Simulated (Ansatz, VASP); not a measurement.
# SiC: VASP beside Ansatz

```
Si C
1.0
     0.00000   -2.18986   -2.18986
     0.00000    2.18986   -2.18986
     4.37973    0.00000    0.00000
Si C
2 2
Direct
  0.46575 0.53425 0.50000
  0.03425 0.96575 0.00000
  0.97749 0.47749 0.25000
  0.52251 0.02251 0.75000
```

Change from the starting cell: mode 4 (360.1 1/cm) frozen in, largest displacement -0.150 Å.

Alike in both runs: task single point; functional PBE; k mesh 10 × 10 × 6; occupations gaussian, width 0.05 eV; no spin polarisation.

|  | VASP | Ansatz |
| --- | --- | --- |
| version | VASP 6.6.1 | Ansatz 0.2.0 |
| potentials or method | VASP PAW PBE potentials, release 64 (Si, C), cutoff 520 eV | scalar-relativistic, plane waves, PAW |
| valence electrons in the cell | 16 | 16 |

|  | VASP | Ansatz | Ansatz less VASP |
| --- | --- | --- | --- |
| gap on the k mesh at the Fermi level (eV) | 1.18 | 1.18 | +0.003 |
| least direct gap on the mesh (eV) | 1.26 | 1.27 | +0.003 |
| pressure (GPa) | -0.5 | -0.5 | +0.04 |
| traceless stress, the component that is largest in VASP (GPa) | 1.50 | 1.51 | +0.005 |
| rms of the force components (eV/Å) | 0.837 | 0.835 | -0.0021 |

Atom by atom the forces differ by 0.002 eV/Å (rms over components).
